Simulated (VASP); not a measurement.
# AlN (F-43m) in VASP: notebook

The runs below take AlN through relaxation of cell and atoms, single point, with PBE.

Program: VASP 6.6.1. These are calculated values, not measurements. Logs are shortened: lines on timing, memory, paths and dates and some standing lists are left out, and cuts for length are marked.

## (1) The cell of the first run

Symmetry: F-43m, No. 216, cubic system. The conventional cell has a = 4.403 Å, b = 4.403 Å, c = 4.403 Å, α = 90.00°, β = 90.00°, γ = 90.00°. Al (site symmetry -43m) has 4 N at 1.91 Å within 2.5 Å. N (site symmetry -43m) has 4 Al at 1.91 Å within 2.5 Å.

## (2) Relaxation of cell and atoms, PBE

Contents of INCAR:

```
SYSTEM = AlN
PREC = Accurate
ENCUT = 600
EDIFF = 1E-6
ISMEAR = 0
SIGMA = 0.02
LREAL = .FALSE.
LASPH = .TRUE.
NELM = 100
ALGO = Normal
ISIF = 3
LWAVE = .FALSE.
LCHARG = .FALSE.
GGA = PE
IBRION = 2
NSW = 80
EDIFFG = -0.015
```

Contents of KPOINTS:

```
regular mesh
0
G
  6 6 6
  0 0 0
```

Contents of POSCAR:

```
AlN
1.0
    4.4031742107      0.0000000000      0.0000000000
    0.0000000000     -4.4031742107      0.0000000000
    0.0000000000      0.0000000000     -4.4031742107
Al N
4 4
Direct
    0.0000000000      0.0000000000      0.0000000000
    0.5000000000      0.5000000000      0.0000000000
    0.5000000000      0.0000000000      0.5000000000
    0.0000000000      0.5000000000      0.5000000000
    0.7500000000      0.7500000000      0.7500000000
    0.2500000000      0.2500000000      0.7500000000
    0.2500000000      0.7500000000      0.2500000000
    0.7500000000      0.2500000000      0.2500000000
```

Potentials or basis: VASP PAW PBE potentials, release 64 (Al, N).

Started as:

```
$ cat potpaw_PBE.64/Al/POTCAR potpaw_PBE.64/N/POTCAR > POTCAR
$ mpirun -np 1 vasp_std > vasp.out
```

OUTCAR:

```text
SYSTEM = AlN
   PREC = Accurate
   ENCUT = 600
   EDIFF = 1E-6
   ISMEAR = 0
   LREAL = .FALSE.
   LASPH = .TRUE.
   NELM = 100
   ISIF = 3
   GGA = PE
   IBRION = 2
   NSW = 80
   EDIFFG = -0.015

 ion  position               nearest neighbor table
   1  0.000  0.000  0.000-   5 1.91   6 1.91   7 1.91   8 1.91   3 3.11   4 3.11   2 3.11   3 3.11
                             4 3.11   2 3.11   4 3.11   4 3.11   2 3.11   3 3.11   3 3.11   2 3.11
   2  0.500  0.500  0.000-   5 1.91   6 1.91   7 1.91   8 1.91   3 3.11   4 3.11   1 3.11   3 3.11
                             4 3.11   1 3.11   3 3.11   3 3.11   1 3.11   4 3.11   4 3.11   1 3.11
   3  0.500  0.000  0.500-   5 1.91   6 1.91   7 1.91   8 1.91   2 3.11   4 3.11   1 3.11   1 3.11
                             2 3.11   2 3.11   4 3.11   2 3.11   1 3.11   4 3.11   1 3.11   4 3.11
   4  0.000  0.500  0.500-   5 1.91   6 1.91   7 1.91   8 1.91   2 3.11   3 3.11   1 3.11   1 3.11
                             2 3.11   1 3.11   3 3.11   1 3.11   2 3.11   3 3.11   2 3.11   3 3.11
   5  0.750  0.750  0.750-   1 1.91   2 1.91   3 1.91   4 1.91
   6  0.250  0.250  0.750-   1 1.91   2 1.91   3 1.91   4 1.91
   7  0.250  0.750  0.250-   1 1.91   2 1.91   3 1.91   4 1.91
   8  0.750  0.250  0.250-   1 1.91   2 1.91   3 1.91   4 1.91

  LATTYP: Found a simple cubic cell.
 ALAT       =     4.4031742107

  Lattice vectors:

 A1 = (   4.4031742107,   0.0000000000,   0.0000000000)
 A2 = (   0.0000000000,  -4.4031742107,   0.0000000000)
 A3 = (   0.0000000000,   0.0000000000,  -4.4031742107)

Analysis of symmetry for initial positions (statically):
=====================================================================
 Subroutine PRICEL returns following result:

  LATTYP: Found a face centered cubic cell.
 ALAT       =     4.4031742107

  Lattice vectors:

 A1 = (   2.2015871054,   2.2015871054,   0.0000000000)
 A2 = (   2.2015871054,   0.0000000000,  -2.2015871054)
 A3 = (   0.0000000000,   2.2015871054,  -2.2015871053)

   4 primitive cells build up your supercell.

 Routine SETGRP: Setting up the symmetry group for a
 simple cubic supercell.

 Subroutine GETGRP returns: Found 24 space group operations
 (whereof 24 operations were pure point group operations)
 out of a pool of 48 trial point group operations.

The static configuration has the point symmetry T_d .

Analysis of symmetry for dynamics (positions and initial velocities):
=====================================================================
 Subroutine PRICEL returns following result:

  LATTYP: Found a face centered cubic cell.
 ALAT       =     4.4031742107

  Lattice vectors:

 A1 = (   2.2015871054,   2.2015871054,   0.0000000000)
 A2 = (   2.2015871054,   0.0000000000,  -2.2015871054)
 A3 = (   0.0000000000,   2.2015871054,  -2.2015871053)

   4 primitive cells build up your supercell.

 Routine SETGRP: Setting up the symmetry group for a
 simple cubic supercell.

 Subroutine GETGRP returns: Found 24 space group operations
 (whereof 24 operations were pure point group operations)
 out of a pool of 48 trial point group operations.

The dynamic configuration has the point symmetry T_d .

 Subroutine INISYM returns: Found 24 space group operations
 (whereof 24 operations are pure point group operations),
 and found     4 'primitive' translations

----------------------------------------------------------------------------------------

                                     Primitive cell

  volume of cell :      21.3421

  direct lattice vectors                    reciprocal lattice vectors
     2.201587105  2.201587105  0.000000000     0.227108888  0.227108888  0.227108888
     2.201587105  0.000000000 -2.201587105     0.227108888 -0.227108888 -0.227108888
     0.000000000  2.201587105 -2.201587105    -0.227108888  0.227108888 -0.227108888

  length of vectors
     3.113514343  3.113514343  3.113514343     0.393364133  0.393364133  0.393364133

  position of ions in fractional coordinates (direct lattice)
     0.000000000  0.000000000  0.000000000
     0.250000000  0.250000000  0.250000000

  ion indices of the primitive-cell ions
   primitive index   ion index
                 1           1
                 2           5

----------------------------------------------------------------------------------------

 KPOINTS: regular mesh

Automatic generation of k-mesh.
 Grid dimensions read from file:
 generate k-points for:    6    6    6

 Generating k-lattice:

  Cartesian coordinates                     Fractional coordinates (reciprocal lattice)
     0.037851481  0.000000000  0.000000000     0.166666667  0.000000000  0.000000000
     0.000000000 -0.037851481  0.000000000     0.000000000  0.166666667  0.000000000
     0.000000000  0.000000000 -0.037851481     0.000000000  0.000000000  0.166666667

  Length of vectors
     0.037851481  0.037851481  0.037851481

  Shift w.r.t. Gamma in fractional coordinates (k-lattice)
     0.000000000  0.000000000  0.000000000

 Subroutine IBZKPT returns following result:
 ===========================================

 Found     20 irreducible k-points:

 Following reciprocal coordinates:
            Coordinates               Weight
  0.000000  0.000000  0.000000      1.000000
  0.166667  0.000000  0.000000      6.000000
  0.333333  0.000000  0.000000      6.000000
  0.500000  0.000000  0.000000      3.000000
  0.166667  0.166667  0.000000     12.000000
  0.333333  0.166667  0.000000     24.000000
[... 12 lines left out ...]
  0.500000  0.500000  0.333333      6.000000
  0.500000  0.500000  0.500000      1.000000
   k-points           NKPTS =     20   k-points in BZ     NKDIM =     20   number of bands    NBANDS=     21
   number of dos      NEDOS =    301   number of ions     NIONS =      8
   total plane-waves  NPLWV =  46656
   dimension x,y,z NGX =    36 NGY =   36 NGZ =   36
   dimension x,y,z NGXF=    72 NGYF=   72 NGZF=   72
   ions per type =               4   4
   NGX,Y,Z   is equivalent  to a cutoff of  13.59, 13.59, 13.59 a.u.
   NGXF,Y,Z  is equivalent  to a cutoff of  27.18, 27.18, 27.18 a.u.
 SYSTEM =  AlN
   PREC   = accura    normal or accurate (medium, high low for compatibility)
   ISTART =      0    job   : 0-new  1-cont  2-samecut
   ICHARG =      2    charge: 1-file 2-atom 10-const
   ISPIN  =      1    spin polarized calculation?
   LNONCOLLINEAR =      F non collinear calculations
   LSORBIT =      F    spin-orbit coupling
   LASPH  =      T    aspherical Exc in radial PAW
   ENCUT  =  600.0 eV  44.10 Ry    6.64 a.u.   8.79  8.79  8.79*2*pi/ulx,y,z
   NELM   =    100;   NELMIN=  2; NELMDL= -5     # of ELM steps
   EDIFF  = 0.1E-05   stopping-criterion for ELM
   LREAL  =      F    real-space projection
   EDIFFG = -.1E-01   stopping-criterion for IOM
   NSW    =     80    number of steps for IOM
   IBRION =      2    ionic relax: 0-MD 1-quasi-New 2-CG
   NFREE  =      1    steps in history (QN), initial steepest desc. (CG)
   ISIF   =      3    stress and relaxation
   ISYM   =      2    0-nonsym 1-usesym 2-fastsym
   POTIM  = 0.5000    time-step for ionic-motion
   TEBEG  =    0.0;   TEEND  =   0.0 temperature during run
   PSTRESS=    0.0 pullay stress
   NELECT =      32.0000    total number of electrons
   NUPDOWN=      -1.0000    fix difference up-down
   EMIN   =  10.00;   EMAX   =-10.00  energy-range for DOS
   EFERMI =   0.00;   METHOD = LEGACY
   ISMEAR =     0;   SIGMA  =   0.02  broadening in eV -4-tet -1-fermi 0-gaus
   EFERMI_NEDOS =   21; number of points for ismear=-14 and -15
   IALGO  =     38    algorithm
   IMIX   =      4    mixing-type and parameters
     AMIX     =   0.40;   BMIX     =  1.00
     AMIX_MAG =   1.60;   BMIX_MAG =  1.00
  volume/ion in A,a.u.               =      10.67        72.01
  Fermi-wavevector in a.u.,A,eV,Ry     =   1.180390  2.230614 18.957286  1.393321
  Thomas-Fermi vector in A             =   2.316684
   LORBIT       =      0    0 simple, 1 ext, 2 COOP (PROOUT), +10 PAW based schemes
   GGA     = PE    functional components
   LHFCALC =     F    Hartree Fock is set to
   AEXX    =    0.0000 exact exchange contribution
   IVDW    =     0    specifies the selected vdW correction
   LEPSILON=     F    determine dielectric tensor
   LRPA    =     F    only Hartree local field effects (RPA)
 conjugate gradient relaxation of ions
 non-spin polarized calculation
 Gauss-broadening in eV      SIGMA  =   0.02
  energy-cutoff  :      600.00
  volume of cell :       85.37
 maximum number of plane-waves:      2897
 NGX is ok and might be reduce to    36

--------------------------------------- Ionic step        1  -------------------------------------------

 number of electron      31.9999997 magnetization

 Free energy of the ion-electron system (eV)
  ---------------------------------------------------
  ext. energy  EPLUGINS =         0.00000000
  ---------------------------------------------------
  free energy    TOTEN  =       -59.39569281 eV

  energy without entropy =      -59.39569281  energy(sigma->0) =      -59.39569281

------------------------ aborting loop because EDIFF is reached ----------------------------------------

  FORCE on cell =-STRESS in cart. coord.  units (eV):
  Direction    XX          YY          ZZ          XY          YZ          ZX
  --------------------------------------------------------------------------------------
  -------------------------------------------------------------------------------------
  Total       -0.2058759     -0.2058759     -0.2058759     -0.0000000     -0.0000000     -0.0000000
  in kB       -3.8638344     -3.8638344     -3.8638344     -0.0000000     -0.0000000     -0.0000000
  external PRESSURE =      -3.8638344 kB  Pullay stress =       0.0000000 kB
[... 69 lines left out ...]
  energy  without entropy=      -59.3957659819  energy(sigma->0) =      -59.39576598

--------------------------------------- Ionic step        3  -------------------------------------------

 number of electron      31.9999996 magnetization

 Free energy of the ion-electron system (eV)
  ---------------------------------------------------
  ext. energy  EPLUGINS =         0.00000000
  ---------------------------------------------------
  free energy    TOTEN  =       -59.39591043 eV

  energy without entropy =      -59.39591043  energy(sigma->0) =      -59.39591043

 E-fermi :   5.9208     XC(G=0): -10.8382

 val. band max:        5.7638671416   @ k =   0.0000   0.0000   0.0000
 cond. band min:       9.0704638804   @ k =   0.0000   0.0000   0.0000
 fundamental gap:      3.3065967387
 Fermi energy:         5.9207651260

 k-point     1 :       0.0000    0.0000    0.0000
  band No.  band energies     occupation
      1      -9.0911      2.00000
      2      -6.4926      2.00000
      3      -6.4926      2.00000
      4      -6.4926      2.00000
      5       0.9279      2.00000
      6       0.9279      2.00000
[... 504 lines left out ...]
  FREE ENERGIE OF THE ION-ELECTRON SYSTEM (eV)
  ---------------------------------------------------
  free  energy   TOTEN  =       -59.3959104309 eV

  energy  without entropy=      -59.3959104309  energy(sigma->0) =      -59.39591043

 reached required accuracy - stopping structural energy minimisation
```

Run time: 32 s. Hardware: 1 thread of Intel Xeon 6975P-C (Granite Rapids), shared host; peak memory 0.21 GiB.

What came out:

| Property | Result |
| --- | --- |
| Free energy | -59.3959 eV |
| Relaxed volume | 10.65 Å³/atom |
| Relaxed cell | a = 4.400 Å, b = 4.400 Å, c = 4.400 Å, α = 90.00°, β = 90.00°, γ = 90.00° |
| Space group after relaxing (to 0.05 Å) | F-43m (No. 216) |
| Energy gained by relaxing | 0.0 meV/atom |
| Ionic steps | 3 |
| Pressure after relaxing | 0.0 GPa |
| Band gap on the k mesh | 3.31 eV |

Step by step:
```
step  energy change (eV)  largest force (eV/Å)  pressure (GPa)  volume (Å³)
   1              0.0000                0.0000           -0.39        85.37
   2             -0.0001                0.0000            0.33        85.05
   3             -0.0002                0.0000            0.01        85.19
```

Final structure:
```
Al N
1.0
     4.40013    0.00000    0.00000
     0.00000   -4.40013    0.00000
     0.00000    0.00000   -4.40013
Al N
4 4
Direct
  0.00000 0.00000 0.00000
  0.50000 0.50000 0.00000
  0.50000 0.00000 0.50000
  0.00000 0.50000 0.50000
  0.75000 0.75000 0.75000
  0.25000 0.25000 0.75000
  0.25000 0.75000 0.25000
  0.75000 0.25000 0.25000
```

Levels at points of the mesh, in eV from the valence-band top:
| k point | band 12 | band 13 | band 14 | band 15 | band 16 | band 17 | band 18 | band 19 | band 20 | band 21 |
| --- | --- | --- | --- | --- | --- | --- | --- | --- | --- | --- |
| (0.00, 0.00, 0.00) | -1.75 | -1.75 | 0.00 | 0.00 | 0.00 | 3.31 | 3.31 | 3.31 | 4.00 | 8.48 |
| (0.50, 0.00, 0.00) | -2.65 | -0.96 | -0.96 | -0.96 | -0.96 | 5.85 | 5.85 | 6.00 | 6.00 | 10.07 |
| (0.50, 0.50, 0.00) | -2.44 | -0.52 | -0.52 | -0.52 | -0.52 | 7.72 | 7.72 | 7.72 | 7.72 | 9.04 |
| (0.50, 0.50, 0.50) | -0.48 | -0.48 | -0.48 | -0.48 | -0.48 | 7.18 | 7.18 | 7.18 | 7.18 | 9.71 |

A k mesh can miss the band edges. A hybrid or GW would open this gap; PBE tends to underestimate it.

## (3) Single point, PBE

This run uses another cell than the first one: it holds 32 atoms, not 8.

Contents of INCAR:

```
PREC = Accurate
ENCUT = 520
EDIFF = 1E-7
ISMEAR = 0
SIGMA = 0.01
LREAL = Auto
LASPH = True
NELM = 80
ALGO = Normal
ISIF = 2
LWAVE = False
LCHARG = True
GGA = PE
LELF = True
LVHAR = True
NBANDS = 86
```

Contents of KPOINTS:

```
Automatic mesh
0
Gamma
  1 1 1
```

Contents of POSCAR:

```
AlN
1.0
   -4.4031742003      4.4031742003      4.4031742003
    4.4031742003     -4.4031742003      4.4031742003
    4.4031742003      4.4031742003     -4.4031742003
Al N
16 16
Direct
    0.5000000000      0.0000000000      0.5000000000
    0.5000000000      0.2500000000      0.2500000000
    0.5000000000      0.5000000000      0.0000000000
    0.7500000000      0.7500000000      0.5000000000
    0.5000000000      0.7500000000      0.7500000000
    0.7500000000      0.0000000000      0.2500000000
    0.7500000000      0.2500000000      0.0000000000
    0.0000000000      0.5000000000      0.5000000000
    0.7500000000      0.5000000000      0.7500000000
    0.0000000000      0.7500000000      0.2500000000
    0.0000000000      0.0000000000      0.0000000000
    0.2500000000      0.2500000000      0.5000000000
    0.0000000000      0.2500000000      0.7500000000
    0.2500000000      0.5000000000      0.2500000000
    0.2500000000      0.7500000000      0.0000000000
    0.2500000000      0.0000000000      0.7500000000
    0.7500000000      1.0000000000      0.5000000000
    0.7500000000      0.2500000000      0.2500000000
    0.7500000000      0.5000000000      0.0000000000
    1.0000000000      0.7500000000      0.5000000000
    0.7500000000      0.7500000000      0.7500000000
    1.0000000000      1.0000000000      0.2500000000
    0.0000000000      0.2500000000      0.0000000000
    0.2500000000      0.5000000000      0.5000000000
    0.0000000000      0.5000000000      0.7500000000
    0.2500000000      0.7500000000      0.2500000000
    0.2500000000      0.0000000000      0.0000000000
    0.5000000000      0.2500000000      0.5000000000
    0.2500000000      0.2500000000      0.7500000000
    0.5000000000      0.5000000000      0.2500000000
    0.5000000000      0.7500000000      0.0000000000
    0.5000000000      0.0000000000      0.7500000000
```

Potentials or basis: VASP PAW PBE potentials, release 64 (Al, N).

Started as:

```
$ cat potpaw_PBE.64/Al/POTCAR potpaw_PBE.64/N/POTCAR > POTCAR
$ mpirun -np 1 vasp_gam > vasp.out
```

It took 66 s on 1 thread of Intel Xeon Platinum 8488C (Sapphire Rapids), shared host; peak memory 0.45 GiB.

Results (log left out):

```yaml
Free_energy: -235.3436 eV
Pressure: 0.2 GPa
Band_gap_on_the_k_mesh: 3.24 eV
```

Levels at points of the mesh, in eV from the valence-band top:
| k point | band 60 | band 61 | band 62 | band 63 | band 64 | band 65 | band 66 | band 67 | band 68 | band 69 |
| --- | --- | --- | --- | --- | --- | --- | --- | --- | --- | --- |
| (0.00, 0.00, 0.00) | -0.52 | -0.52 | 0.00 | 0.00 | 0.00 | 3.24 | 3.24 | 3.24 | 3.95 | 7.68 |

Caveat: the k points lie up to 1.01 Å⁻¹ apart. A k mesh can miss the band edges.
